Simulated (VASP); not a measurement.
MnPt2:

```
CELL_PARAMETERS angstrom
2.85840 0.00000 0.00000
-1.42920 2.47545 0.00000
0.00000 0.00000 6.53250
ATOMIC_POSITIONS crystal
Pt 0.66667 0.33333 0.31621
Pt 0.33333 0.66667 0.68379
Mn 0.00000 0.00000 0.00000
```

Base run:

* Program: VASP 6.6.1
* Functional: PBEsol
* Potentials or basis: VASP PAW PBE potentials, release 64 (Pt, Mn_pv)
* Cutoff: 520 eV
* k mesh: 9 × 9 × 4
* Occupations: fermi-dirac, width 0.05 eV
* Spin: collinear spin, ferromagnetic start
* Starting moments: [0.0, 0.0, 8.0] μB
* Fixed moment: 8 μB

Its results: pressure 14.3 GPa; site moments Pt +1.51; Mn +4.37 μB; largest force 1.469 eV/Å.

Q: The run is repeated on the same cell with these changes: functional from PBEsol to PBE; further incar settings from ALGO = Normal; EDIFF = 1e-06; NBANDS = 28 to ALGO = Normal; EDIFF = 1e-07; NBANDS = 28. What comes out?

A: Pressure 22.5 GPa; site moments Pt +1.51; Mn +4.37 μB; largest force 1.443 eV/Å.

Caveats: the total moment is fixed, so each spin has its own Fermi level and the state may be an excited one; the stress differs along the axes, from 10 to 22 GPa (at least some runs); the PAW data sets were made with another functional, which shifts forces and pressure a little (at least some runs); the stress differs along the axes, from 18 to 31 GPa (at least some runs); forces of over 1 eV/Å act on the atoms, so gaps and moduli don't describe the material at rest (at least some runs).
